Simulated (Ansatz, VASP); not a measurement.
**TiAl in VASP and in Ansatz**

Contents of POSCAR:

```
TiAl
1.0
    2.8323666229      0.0000000000      0.0000000000
    0.0000000000      2.8323666229      0.0000000000
    0.0000000000      0.0000000000      4.0049664048
Ti Al
1 1
Direct
    0.0000000000      0.0000000000      0.0000000000
    0.5000000000      0.5000000000      0.5000000000
```

Contents of INCAR.step1:

```
SYSTEM = TiAl
PREC     = Accurate       ! precision mode
ENCUT    = 520            ! plane-wave cutoff, eV
ISMEAR   = 0              ! smearing method
SIGMA    = 0.15           ! smearing width, eV
LREAL    = .FALSE.        ! projectors in reciprocal space
LASPH    = .TRUE.         ! aspherical terms in the spheres
NELM     = 60             ! most SCF steps
NBANDS   = 14             ! bands
GGA      = PE             ! functional
ALGO     = Normal         ! electronic algorithm
EDIFF    = 1E-4           ! SCF threshold, eV
LWAVE    = .TRUE.         ! write WAVECAR
LCHARG   = .FALSE.        ! write CHGCAR
```

File INCAR.step2:

```
SYSTEM = TiAl
PREC     = Accurate       ! precision mode
ENCUT    = 520            ! plane-wave cutoff, eV
EDIFF    = 1E-7           ! SCF threshold, eV
ISMEAR   = 0              ! smearing method
SIGMA    = 0.15           ! smearing width, eV
LREAL    = .FALSE.        ! projectors in reciprocal space
LASPH    = .TRUE.         ! aspherical terms in the spheres
NELM     = 60             ! most SCF steps
ALGO     = Normal         ! electronic algorithm
ISIF     = 2              ! what is computed and relaxed
LWAVE    = .FALSE.        ! write WAVECAR
LCHARG   = .TRUE.         ! write CHGCAR
METAGGA  = R2SCAN         ! meta-GGA
LMIXTAU  = .TRUE.       
LELF     = .TRUE.         ! ELF
LVHAR    = .TRUE.       
NBANDS   = 14             ! bands
ISTART   = 1
```

Contents of KPOINTS:

```
regular mesh
0
G
  16 16 16
  0 0 0
```

Input for Ansatz:

```yaml
crystal:
  lattice:
    - [2.8323666229, 0.0, 0.0]
    - [0.0, 2.8323666229, 0.0]
    - [0.0, 0.0, 4.0049664048]
  atoms:
    - { symbol: Ti, position: [0.0, 0.0, 0.0] }
    - { symbol: Al, position: [0.5, 0.5, 0.5] }
basis:
  ecutwfc: 500
kpoints:
  mp_grid: { grid: [16, 16, 16] }
hamiltonian:
  xc: r2scan
scf:
  occupations: { method: gaussian, width: 0.15 }
output:
  forces: true
  stress: true
  eigenvalues: true
```

Alike in both runs: task single point; functional r2SCAN; k mesh 16 × 16 × 16; occupations gaussian, width 0.15 eV; no spin polarisation.

|  | VASP | Ansatz |
| --- | --- | --- |
| version | VASP 6.6.1 | Ansatz 0.2.0 |
| potentials or method | VASP PAW PBE potentials, release 64 (Ti_sv, Al), cutoff 520 eV | scalar-relativistic, plane waves, PAW |
| valence electrons in the cell | 15 | 15 |

```tsv
	VASP	Ansatz	Ansatz less VASP
gap on the k mesh at the Fermi level (eV)	none	none	-
pressure (GPa)	0.1	-0.1	-0.11
traceless stress, the component that is largest in VASP (GPa)	1.31	1.31	-0.007
```

VASP's potentials were made for PBE, not for r2SCAN. A gap of «none» marks a metal or a gap that the smearing closes. With one functional, cell and mesh, what is left measures potentials, basis and numerics.
